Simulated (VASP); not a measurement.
SiC, 2 atoms in the cell. Symmetry: Imm2, No. 44, orthorhombic system. Conventional cell: a = 3.011 Å, b = 3.150 Å, c = 4.356 Å, α = 90.00°, β = 90.00°, γ = 90.00°. Within 2.5 Å of Si (site symmetry mm2) lie 4 C at 1.87 to 1.90 Å. C (site symmetry mm2) has 4 Si at 1.87 to 1.90 Å within 2.5 Å.  This cell differs from its parent crystal: shear xy strain +4.5%.

* Program: VASP 6.6.1
* Task: single point
* Functional: r2SCAN
* Potentials or basis: VASP PAW PBE potentials, release 64 (Si, C)
* Cutoff: 520 eV
* k mesh: 10 × 10 × 10
* Occupations: gaussian, width 0.01 eV
* Spin: no spin polarisation
* Dipole correction: no
* Further INCAR settings: ALGO = Normal; EDIFF = 1e-06; NBANDS = 11

Potentials or basis: VASP PAW PBE potentials, release 64 (Si, C).

Launch:

```sh
$ cat potpaw_PBE.64/Si/POTCAR potpaw_PBE.64/C/POTCAR > POTCAR
$ cp INCAR.step1 INCAR
$ mpirun -np 1 vasp_std > vasp.out
$ cp INCAR.step2 INCAR
$ mpirun -np 1 vasp_std > vasp.out
```

Hardware: 1 thread of Intel(R) Xeon(R) 6975P-C (Granite Rapids) (shared host).

Problem. Estimate the wall time of this run.

Solution. It took 35 s on 1 thread of Intel(R) Xeon(R) 6975P-C (Granite Rapids), on a shared host, peak memory 0.16 GiB. Counts: k points 171.
